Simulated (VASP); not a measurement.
# KI (P1) in VASP: single point with PBEsol

Aim: the single point of KI with PBEsol.

All numbers are computed with VASP 6.6.1; they aren't measurements. Logs are shortened: lines on timing, memory, paths and dates and some standing lists are left out, and cuts for length are marked.

### Step 1. The cell of the first run

The typed cell holds 8 atoms: a = 4.953 Å, b = 4.954 Å, c = 14.018 Å, α = 90.02°, β = 90.02°, γ = 90.07°.

### Step 2. Single point, PBEsol

Contents of INCAR:

```
  PREC = Accurate
  ENCUT = 500
  EDIFF = 1E-6
  ISMEAR = -1
  SIGMA = 0.05
  LREAL = F
  LASPH = T
  NELM = 120
  ALGO = Normal
  ISIF = 2
  LWAVE = F
  LCHARG = F
  GGA = PS
  NBANDS = 42
  GGA_COMPAT = F
```

Contents of KPOINTS:

```
regular mesh
0
Gamma
  6 6 2
```

Contents of POSCAR:

```
KI
1.0
    4.7830389106      1.2878543471     -0.0006724644
   -1.2938388699      4.7817800529      0.0010673186
   -0.0014479203     -0.0087548051     14.0184255163
K I
4 4
Direct
   -0.0011132653     -0.0025383789     -0.0302154951
    0.4996711308      0.4965069117      0.2197821577
   -0.0000460837     -0.0037446566      0.4697624130
    0.4989257324      0.4973600966      0.7197797177
   -0.0003490935     -0.0034927788      0.2197715064
    0.4999419119      0.4962673420      0.4697915296
   -0.0010594715     -0.0026362964      0.7197868997
    0.4988829499      0.4974629596      0.9697745875
```

Potentials or basis: VASP PAW PBE potentials, release 64 (K_sv, I).

The run is started by

```bash
> cat potpaw_PBE.64/K_sv/POTCAR potpaw_PBE.64/I/POTCAR > POTCAR
> mpirun -np 1 vasp_std > vasp.out
```

OUTCAR:

```text
PREC = Accurate
   ENCUT = 500
   EDIFF = 1E-6
   ISMEAR = -1
   LREAL = F
   LASPH = T
   NELM = 120
   ISIF = 2
   GGA = PS

 ion  position               nearest neighbor table
   1  0.999  0.997  0.970-   8 3.50   8 3.50   5 3.50   7 3.50   8 3.50   8 3.50
   2  0.500  0.497  0.220-   5 3.50   5 3.50   8 3.50   6 3.50   5 3.50   5 3.50
   3  1.000  0.996  0.470-   6 3.50   6 3.50   5 3.50   6 3.50   6 3.50   7 3.50
   4  0.499  0.497  0.720-   7 3.50   7 3.50   6 3.50   8 3.50   7 3.50   7 3.50
   5  1.000  0.997  0.220-   2 3.50   2 3.50   1 3.50   3 3.50   2 3.50   2 3.50
   6  0.500  0.496  0.470-   3 3.50   3 3.50   4 3.50   2 3.50   3 3.50   3 3.50
   7  0.999  0.997  0.720-   4 3.50   4 3.50   1 3.50   4 3.50   4 3.50   3 3.50
   8  0.499  0.497  0.970-   1 3.50   1 3.50   4 3.50   2 3.50   1 3.50   1 3.50

  LATTYP: Found a base centered monoclinic cell.
 ALAT       =    28.9014001545
 B/A-ratio  =     0.2425385936
 C/A-ratio  =     0.4850432245
 COS(beta)  =    -0.9702164134

  Lattice vectors:

 A1 = (   4.7844868309,   1.2966091522, -14.0190979807)
 A2 = (  -1.2923909496,   4.7905348580, -14.0173581977)
 A3 = (  -0.0014479203,  -0.0087548051,  14.0184255163)

Analysis of symmetry for initial positions (statically):
=====================================================================
 Subroutine PRICEL returns:
 Original cell was already a primitive cell.

 Routine SETGRP: Setting up the symmetry group for a
 base centered monoclinic supercell.

 Subroutine GETGRP returns: Found  1 space group operations
 (whereof  1 operations were pure point group operations)
 out of a pool of  4 trial point group operations.

The static configuration has the point symmetry C_1 .

Analysis of symmetry for dynamics (positions and initial velocities):
=====================================================================
 Subroutine PRICEL returns:
 Original cell was already a primitive cell.

 Routine SETGRP: Setting up the symmetry group for a
 base centered monoclinic supercell.

 Subroutine GETGRP returns: Found  1 space group operations
 (whereof  1 operations were pure point group operations)
 out of a pool of  4 trial point group operations.

The dynamic configuration has the point symmetry C_1 .

 Subroutine INISYM returns: Found  1 space group operations
 (whereof  1 operations are pure point group operations),
 and found     1 'primitive' translations

[... 111 lines left out ...]
   NFREE  =      0    steps in history (QN), initial steepest desc. (CG)
   ISIF   =      2    stress and relaxation
   ISYM   =      2    0-nonsym 1-usesym 2-fastsym
   POTIM  = 0.5000    time-step for ionic-motion
   TEBEG  =    0.0;   TEEND  =   0.0 temperature during run
   PSTRESS=    0.0 pullay stress
   NELECT =      64.0000    total number of electrons
   NUPDOWN=      -1.0000    fix difference up-down
   EMIN   =  10.00;   EMAX   =-10.00  energy-range for DOS
   EFERMI =   0.00;   METHOD = LEGACY
   ISMEAR =    -1;   SIGMA  =   0.05  broadening in eV -4-tet -1-fermi 0-gaus
   EFERMI_NEDOS =   21; number of points for ismear=-14 and -15
   IALGO  =     38    algorithm
   IMIX   =      4    mixing-type and parameters
     AMIX     =   0.40;   BMIX     =  1.00
     AMIX_MAG =   1.60;   BMIX_MAG =  1.00
  volume/ion in A,a.u.               =      43.00       290.16
  Fermi-wavevector in a.u.,A,eV,Ry     =   0.934595  1.766129 11.884264  0.873469
  Thomas-Fermi vector in A             =   2.061416
   LORBIT       =      0    0 simple, 1 ext, 2 COOP (PROOUT), +10 PAW based schemes
   GGA     = PS    functional components
   LHFCALC =     F    Hartree Fock is set to
   AEXX    =    0.0000 exact exchange contribution
   IVDW    =     0    specifies the selected vdW correction
   LEPSILON=     F    determine dielectric tensor
   LRPA    =     F    only Hartree local field effects (RPA)
 non-spin polarized calculation
  energy-cutoff  :      500.00
  volume of cell :      343.98
 maximum number of plane-waves:      8788
   NGX = 19   NGY = 19   NGZ = 51

 number of electron      63.9999999 magnetization

 Free energy of the ion-electron system (eV)
  ---------------------------------------------------
  ext. energy  EPLUGINS =         0.00000000
  ---------------------------------------------------
  free energy    TOTEN  =       -23.26390736 eV

  energy without entropy =      -23.26390736  energy(sigma->0) =      -23.26390736

 E-fermi :   0.7891     XC(G=0):  -7.4444

 val. band max:       -0.3767069152   @ k =   0.0000   0.0000   0.0000
 cond. band min:       3.4902884159   @ k =   0.0000   0.0000   0.0000
 fundamental gap:      3.8669953310
 Fermi energy:         0.7891115353

 k-point     1 :       0.0000    0.0000    0.0000
  band No.  band energies     occupation
      1     -28.6604      2.00000
      2     -28.6588      2.00000
      3     -28.6587      2.00000
      4     -28.6571      2.00000
      5     -12.2909      2.00000
      6     -12.2909      2.00000
[... 1069 lines left out ...]
     41       7.2596      0.00000
     42       7.2622      0.00000

 [... further k-points ...]

------------------------ aborting loop because EDIFF is reached ----------------------------------------

  FORCE on cell =-STRESS in cart. coord.  units (eV):
  Direction    XX          YY          ZZ          XY          YZ          ZX
  --------------------------------------------------------------------------------------
  -------------------------------------------------------------------------------------
  Total        0.0726049      0.1078203      0.0597256      0.0304957      0.0033874      0.0021732
  in kB        0.3381762      0.5022010      0.2781874      0.1420416      0.0157779      0.0101220
  external PRESSURE =       0.3728548 kB  Pullay stress =       0.0000000 kB

 VOLUME and BASIS-vectors are now :
 -----------------------------------------------------------------------------
  energy-cutoff  :      500.00
  volume of cell :      343.98
      direct lattice vectors                 reciprocal lattice vectors
     4.783038911  1.287854347 -0.000672464     0.194874710  0.052728569  0.000053058
    -1.293838870  4.781780053  0.001067319    -0.052484665  0.194925983  0.000116314
    -0.001447920 -0.008754805 14.018425516     0.000013344 -0.000012312  0.071334681

 POSITION                                       TOTAL-FORCE (eV/Angst)
 -----------------------------------------------------------------------------------
      3.48576      6.04757     13.59524         0.000294     -0.000217     -0.000262
      1.74723      3.01577      3.08119        -0.000295      0.000155     -0.000101
      3.49314      6.04756      6.58572        -0.000533      0.000350      0.000453
      1.74184      3.01451     10.09037         0.000407     -0.000138      0.000085
      3.49173      6.05056      3.08124        -0.000135      0.000218      0.000167
      1.74847      3.01278      6.58593        -0.000495      0.000291     -0.000352
      3.48650      6.04936     10.09067         0.000346     -0.000330     -0.000254
      1.74114      3.01276     13.59491         0.000411     -0.000328      0.000265
 -----------------------------------------------------------------------------------
    total drift:                                0.000056     -0.000643      0.000052

  FREE ENERGIE OF THE ION-ELECTRON SYSTEM (eV)
  ---------------------------------------------------
  free  energy   TOTEN  =       -23.2639073579 eV

  energy  without entropy=      -23.2639073579  energy(sigma->0) =      -23.26390736
```

OSZICAR:

```text
N       E                     dE             d eps       ncg     rms          rms(c)
DAV:   1     0.442568085733E+03    0.44257E+03   -0.25643E+04  3360   0.123E+03
DAV:   2     0.153993788034E+02   -0.42717E+03   -0.41356E+03  4282   0.311E+02
DAV:   3    -0.221731350847E+02   -0.37573E+02   -0.37482E+02  4800   0.768E+01
DAV:   4    -0.235186905144E+02   -0.13456E+01   -0.13425E+01  5112   0.159E+01
DAV:   5    -0.235908697953E+02   -0.72179E-01   -0.72165E-01  5002   0.256E+00    0.618E+00
DAV:   6    -0.232717594786E+02    0.31911E+00   -0.47197E-01  4342   0.289E+00    0.446E+00
DAV:   7    -0.232651025467E+02    0.66569E-02   -0.82602E-01  3974   0.311E+00    0.129E+00
DAV:   8    -0.232615147798E+02    0.35878E-02   -0.15315E-01  4198   0.161E+00    0.255E-01
DAV:   9    -0.232626040998E+02   -0.10893E-02   -0.53566E-03  4716   0.265E-01    0.158E-01
DAV:  10    -0.232634767447E+02   -0.87264E-03   -0.77632E-04  4360   0.998E-02    0.915E-02
DAV:  11    -0.232638926468E+02   -0.41590E-03   -0.41900E-04  4114   0.831E-02    0.321E-02
DAV:  12    -0.232638893068E+02    0.33400E-05   -0.20336E-05  4320   0.240E-02    0.260E-02
DAV:  13    -0.232639073036E+02   -0.17997E-04   -0.18024E-05  3582   0.156E-02    0.120E-02
DAV:  14    -0.232639073579E+02   -0.54291E-07   -0.30633E-06  3468   0.641E-03
   1 F= -.23263907E+02 E0= -.23263907E+02  d E =-.231537E-10
```

stdout:

```text
POSCAR found type information on POSCAR K I
 POSCAR found :  2 types and       8 ions
 scaLAPACK will be used
 -----------------------------------------------------------------------------
|                                                                             |
|                                                                             |
|     You enforced a specific xc type in the INCAR file but a different       |
[... 26 lines left out ...]
 -----------------------------------------------------------------------------

 LDA part: xc-table for (Slater+PW92), standard interpolation
 POSCAR, INCAR and KPOINTS ok, starting setup
 FFT: planning ... GRIDC
 FFT: planning ... GRID_SOFT
 FFT: planning ... GRID
 WAVECAR not read
 entering main loop
```

Wall time 8.5 min (1 thread of Intel Xeon 8259CL, shared host); peak memory 0.59 GiB.

Results:

```
Free energy            : -23.2639 eV
Pressure               : 0.0 GPa
Band gap on the k mesh : 3.87 eV
```

Levels at points of the mesh, in eV from the valence-band top:
```tsv
k point	band 30	band 31	band 32	band 33	band 34	band 35
(0.00, 0.00, 0.00)	0.00	0.00	0.00	3.87	4.78	5.24
(0.50, 0.00, 0.00)	-0.36	-0.35	-0.35	5.41	5.41	6.10
(0.00, 0.50, 0.00)	-0.36	-0.35	-0.35	5.41	5.41	6.10
(0.50, 0.50, 0.00)	-0.39	-0.39	-0.39	4.78	4.78	5.73
(0.00, 0.00, 0.50)	-0.07	-0.07	-0.07	4.37	4.37	4.94
(0.50, 0.00, 0.50)	-0.36	-0.36	-0.36	5.61	5.61	5.61
(0.00, 0.50, 0.50)	-0.36	-0.36	-0.36	5.61	5.61	5.61
(0.50, 0.50, 0.50)	-0.52	-0.52	-0.52	5.22	5.22	5.22
```

Caveat: the PAW data sets were made with another functional, which shifts forces and pressure a little; spin-orbit coupling is left out, which moves the levels of the heavy elements. A k mesh can miss the band edges.
